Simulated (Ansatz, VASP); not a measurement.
AlN: VASP beside Ansatz

Contents of INCAR:

```
SYSTEM = AlN
PREC = Accurate
ENCUT = 600
EDIFF = 1E-6
ISMEAR = -1
SIGMA = 0.05
LREAL = .False.
LASPH = .True.
NELM = 60
ALGO = Normal
ISIF = 3
LWAVE = .False.
LCHARG = .False.
GGA = RP
IBRION = 2
NSW = 60
EDIFFG = -0.01
```

KPOINTS

```
Automatic mesh
0
Gamma
  10 10 10
  0 0 0
```

The input POSCAR:

```
AlN
1.0
    0.0000000000      2.1839935596      2.1839935596
    2.1839935596      0.0000000000      2.1839935596
    2.1839935596      2.1839935596      0.0000000000
Al N
1 1
Direct
    0.0000000000      0.0000000000      0.0000000000
    0.2500000000      0.2500000000      0.2500000000
```

input.yaml

```yaml
crystal:
  lattice:
    - [0.0, 2.1839935596, 2.1839935596]
    - [2.1839935596, 0.0, 2.1839935596]
    - [2.1839935596, 2.1839935596, 0.0]
  atoms:
    - { symbol: Al, position: [0.0, 0.0, 0.0] }
    - { symbol: "N", position: [0.25, 0.25, 0.25] }
hamiltonian:
  xc: rpbe
  pseudopotentials: { kind: paw }
kpoints:
  mp_grid: { grid: [10, 10, 10] }
scf:
  occupations: { method: fermi_dirac, width: 0.05 }
output:
  forces: true
  stress: true
  eigenvalues: true
relax:
  f_tol: 0.01
  max_steps: 40
  cell: { stress_tol: 0.05 }
```

Alike in both runs: task relaxation of cell and atoms; functional RPBE; k mesh 10 × 10 × 10; occupations fermi-dirac, width 0.05 eV; no spin polarisation.

```csv
,VASP,Ansatz
version,VASP 6.6.1,Ansatz 0.2.0
potentials or method,"VASP PAW PBE potentials, release 64 (Al, N)",Ansatz PAW
plane-wave cutoff (eV),600,420
valence electrons in the cell,8,8
```

|  | VASP | Ansatz | Ansatz less VASP |
| --- | --- | --- | --- |
| gap on the k mesh at the Fermi level, each at its own relaxed structure (eV) | 3.34 | 3.34 | 0.000 |
| relaxed volume (Å³/atom) | 10.83 | 10.87 | +0.038 |
| relaxed cell length with the largest relative difference (Å) | 3.129 | 3.133 | +0.0037 |

VASP's potentials were made for PBE, not for RPBE.

Noted on Ansatz's run: the plane-wave basis is chosen anew once the cell has moved, so the energies of steps on either side of that aren't comparable.
